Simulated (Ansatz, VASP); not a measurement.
Li3SeF in VASP and in Ansatz

```
CELL_PARAMETERS angstrom
3.99656 0.00000 0.00000
0.00000 3.99656 0.00000
0.00000 0.00000 3.99656
ATOMIC_POSITIONS crystal
Li 0.50000 0.00000 0.00000
Li 0.00000 0.50000 0.00000
Li 0.00000 0.00000 0.50000
Se 0.50000 0.50000 0.50000
F 0.00000 0.00000 0.00000
```

Alike in both runs: task single point; functional HSE06; k mesh 4 × 4 × 4; occupations gaussian, width 0.02 eV; no spin polarisation.

|  | VASP | Ansatz |
| --- | --- | --- |
| version | VASP 6.6.1 | Ansatz 0.2.0 |
| potentials or method | VASP PAW PBE potentials, release 64 (Li_sv, Se, F), cutoff 520 eV | scalar-relativistic, plane waves, PAW |
| valence electrons in the cell | 22 | 32 |

|  | VASP | Ansatz | Ansatz less VASP |
| --- | --- | --- | --- |
| gap on the k mesh at the Fermi level (eV) | 4.84 | 4.82 | -0.017 |
| least direct gap on the mesh (eV) | 5.08 | 5.06 | -0.018 |

VASP's potentials hold 22 valence electrons a cell and Ansatz's 32, so a difference there can come from the potentials and not from the codes. Ansatz's warnings: stress exchange threshold loose, stress scf threshold loose.

Noted on VASP's run: the cutoff is short for stress, so the pressure is rough.
